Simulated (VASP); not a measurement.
Here is a VASP 6.6.1 calculation.

Contents of POSCAR:

```
Sc
1.0
   -2.8847980000      0.0000000000      0.0000000000
    1.4423990000      0.0000000000      4.6404090000
    1.4423990000      2.6340100000      0.0000000000
Sc
2
Direct
    0.0000000000      0.0000000000      0.0000000000
    0.2500000000      0.5000000000      0.5000000000
```

Contents of INCAR.step1:

```
SYSTEM = Sc
ALGO     = Normal         ! electronic algorithm
EDIFF    = 1E-4           ! SCF threshold, eV
ENCUT    = 520            ! plane-wave cutoff, eV
GGA      = PE             ! functional
ISMEAR   = -1             ! smearing method
LASPH    = .True.         ! aspherical terms in the spheres
LCHARG   = .False.        ! write CHGCAR
LREAL    = .False.        ! projectors in reciprocal space
LWAVE    = .True.         ! write WAVECAR
NBANDS   = 18             ! bands
NELM     = 80             ! most SCF steps
PREC     = Accurate       ! precision mode
SIGMA    = 0.1            ! smearing width, eV
```

The input INCAR.step2:

```
SYSTEM = Sc
ALGO     = Normal         ! electronic algorithm
EDIFF    = 1E-6           ! SCF threshold, eV
ENCUT    = 520            ! plane-wave cutoff, eV
ISIF     = 2              ! what is computed and relaxed
ISMEAR   = -1             ! smearing method
ISTART   = 1            
LASPH    = .True.         ! aspherical terms in the spheres
LCHARG   = .False.        ! write CHGCAR
LMIXTAU  = .True.       
LREAL    = .False.        ! projectors in reciprocal space
LWAVE    = .False.        ! write WAVECAR
METAGGA  = R2SCAN         ! meta-GGA
NBANDS   = 18             ! bands
NELM     = 80             ! most SCF steps
PREC     = Accurate       ! precision mode
SIGMA    = 0.1            ! smearing width, eV
```

KPOINTS

```
k-points
0
Gamma
  11 11 11
  0 0 0
```

Potentials or basis: VASP PAW PBE potentials, release 64 (Sc_sv).

Command:

```bash
$ cat potpaw_PBE.64/Sc_sv/POTCAR > POTCAR
$ cp INCAR.step1 INCAR
$ mpirun -np 1 vasp_std > vasp.out
$ cp INCAR.step2 INCAR
$ mpirun -np 1 vasp_std > vasp.out
```

(1) Estimate the band gap on the k mesh.

(2) Predict the pressure.

## Answers

(1) zero (band 11 reaches 7.60 eV, above the bottom of band 12 at 5.43 eV).

(2) 30.0 GPa.

Caveat: the PAW data sets were made with another functional, which shifts forces and pressure a little.
